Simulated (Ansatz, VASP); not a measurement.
One calculation of Li4ZrO3, two programs

```
Li Zr O
1.0
     4.78206   -2.08771    0.02542
     4.78206    2.08771    0.02542
    -4.70242    0.00000    4.93324
Li Zr O
4 1 3
Cartesian
  6.7333 0.0000 1.4157
  -1.8716 0.0000 3.5683
  4.1298 0.0000 1.9520
  0.7319 0.0000 3.0321
  0.0000 0.0000 0.0000
  -0.9424 0.0000 1.8393
  5.8041 0.0000 3.1448
  4.7821 0.0000 0.0254
```

Alike in both runs: task single point; functional PBE; k mesh 10 × 10 × 8; occupations gaussian, width 0.01 eV; no spin polarisation.

```csv
,VASP,Ansatz
version,VASP 6.6.1,Ansatz 0.2.0
potentials or method,"VASP PAW PBE potentials, release 64 (Li_sv, Zr_sv, O), cutoff 520 eV","scalar-relativistic, plane waves, PAW"
valence electrons in the cell,42,42
```

|  | VASP | Ansatz | Ansatz less VASP |
| --- | --- | --- | --- |
| gap on the k mesh at the Fermi level (eV) | 0.30 | 0.30 | +0.002 |
| least direct gap on the mesh (eV) | 0.44 | 0.43 | -0.006 |
| rms of the force components (eV/Å) | 0.010 | 0.003 | -0.0070 |

Atom by atom the forces differ by 0.009 eV/Å (rms over components).

Noted on VASP's run: the cutoff is short for stress, so the pressure is rough.
